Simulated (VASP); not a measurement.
Set up this calculation in VASP 6.6.1, as the native input.

```yaml
Task: single point
Functional: PBEsol
Potentials_or_basis: VASP PAW PBE potentials, release 64 (Ge_d)
Cutoff: 520 eV
k_mesh: 11 × 11 × 11
Occupations: fermi-dirac, width 0.05 eV
Spin: no spin polarisation
Dipole_correction: no
Further_INCAR_settings: ALGO = Normal; EDIFF = 1e-07; NBANDS = 21
```

The structure of Ge lies in POSCAR:

```
Ge
1.0
   -2.5396950521      2.5396950521      1.3785263734
    2.5396950521     -2.5396950521      1.3785263734
    2.5396950521      2.5396950521     -1.3785263734
Ge
2
Direct
    0.5000000000      0.5000000000      0.0000000000
    0.2500000000      0.7500000000      0.5000000000
```

This cell differs from its parent crystal: volume scaled by 0.96.

One way to write it, as run:

INCAR

```
SYSTEM = Ge
PREC     = Accurate       ! precision mode
ENCUT    = 520            ! plane-wave cutoff, eV
EDIFF    = 1E-7           ! SCF threshold, eV
ISMEAR   = -1             ! smearing method
SIGMA    = 0.05           ! smearing width, eV
LREAL    = .FALSE.        ! projectors in reciprocal space
LASPH    = .TRUE.         ! aspherical terms in the spheres
NELM     = 80             ! most SCF steps
ALGO     = Normal         ! electronic algorithm
ISIF     = 2              ! what is computed and relaxed
LWAVE    = .FALSE.        ! write WAVECAR
LCHARG   = .TRUE.         ! write CHGCAR
GGA      = PS             ! functional
LELF     = .TRUE.         ! ELF
LVHAR    = .TRUE.       
NBANDS   = 21             ! bands
```

KPOINTS

```
Automatic mesh
0
G
  11 11 11
  0 0 0
```

Potentials or basis: VASP PAW PBE potentials, release 64 (Ge_d).

Run with:

```console
$ cat potpaw_PBE.64/Ge_d/POTCAR > POTCAR
$ mpirun -np 1 vasp_std > vasp.out
```

Results of the run:

```json
{"Pressure": "2.8 GPa", "Band gap on the k mesh": "zero (band 14 reaches 8.97 eV, above the bottom of band 15 at 3.98 eV)"}
```

Caveat: the PAW data sets were made with another functional, which shifts forces and pressure a little.

Wall time 2.2 min on 1 thread of AMD EPYC 7R43 64-Core Processor (Zen 3), with other jobs on the host, peak memory 0.18 GiB.
